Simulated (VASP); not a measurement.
Here is a VASP 6.6.1 calculation.

INCAR

```
PREC     = Accurate       # precision mode
ENCUT    = 520            # plane-wave cutoff, eV
EDIFF    = 1E-6           # SCF threshold, eV
ISMEAR   = 0              # smearing method
SIGMA    = 0.1            # smearing width, eV
LREAL    = F              # projectors in reciprocal space
LASPH    = T              # aspherical terms in the spheres
NELM     = 80             # most SCF steps
ALGO     = Normal         # electronic algorithm
ISIF     = 2              # what is computed and relaxed
LWAVE    = F              # write WAVECAR
LCHARG   = T              # write CHGCAR
GGA      = PE             # functional
LELF     = T              # ELF
LVHAR    = T            
NBANDS   = 55             # bands
```

The input KPOINTS:

```
regular mesh
0
Gamma
  2 2 4
```

POSCAR

```
In2Te2S
1.0
    8.6930969100      0.0000000000      0.0000000000
    0.0000000000      8.6930969100      0.0000000000
    0.0000000000      0.0000000000      4.3413131900
In Te S
4 4 2
Direct
    0.6706321400      0.1706321400      0.5000000000
    0.3293678600      0.8293678600      0.5000000000
    0.1706321400      0.3293678600      0.5000000000
    0.8293678600      0.6706321400      0.5000000000
    0.1299375900      0.6299375900      0.0000000000
    0.8700624100      0.3700624100      0.0000000000
    0.6299375900      0.8700624100      0.0000000000
    0.3700624100      0.1299375900      0.0000000000
    0.0000000000      0.0000000000      0.0000000000
    0.5000000000      0.5000000000      0.0000000000
```

Potentials or basis: VASP PAW PBE potentials, release 64 (In_d, Te, S).

Run with:

```sh
$ cat potpaw_PBE.64/In_d/POTCAR potpaw_PBE.64/Te/POTCAR potpaw_PBE.64/S/POTCAR > POTCAR
$ mpirun -np 1 vasp_std > vasp.out
```

Problem. Predict the pressure.

Solution. -3.6 GPa.

Problem. Predict the largest force.

Solution. 0.317 eV/Å.

Problem. Estimate the band gap on the k mesh.

Solution. Zero (bands 44 and 45 overlap by 0.30 eV).

Forces in eV/Å, atoms in the order of the input:
```
In   0.132  0.132  0.000
In  -0.132 -0.132  0.000
In   0.132 -0.132  0.000
In  -0.132  0.132  0.000
Te   0.224  0.224  0.000
Te  -0.224 -0.224  0.000
Te   0.224 -0.224  0.000
Te  -0.224  0.224  0.000
S    0.000  0.000  0.000
S    0.000  0.000  0.000
```

Caveat: the k points lie up to 0.36 Å⁻¹ apart; spin-orbit coupling is left out, which moves the levels of the heavy elements.
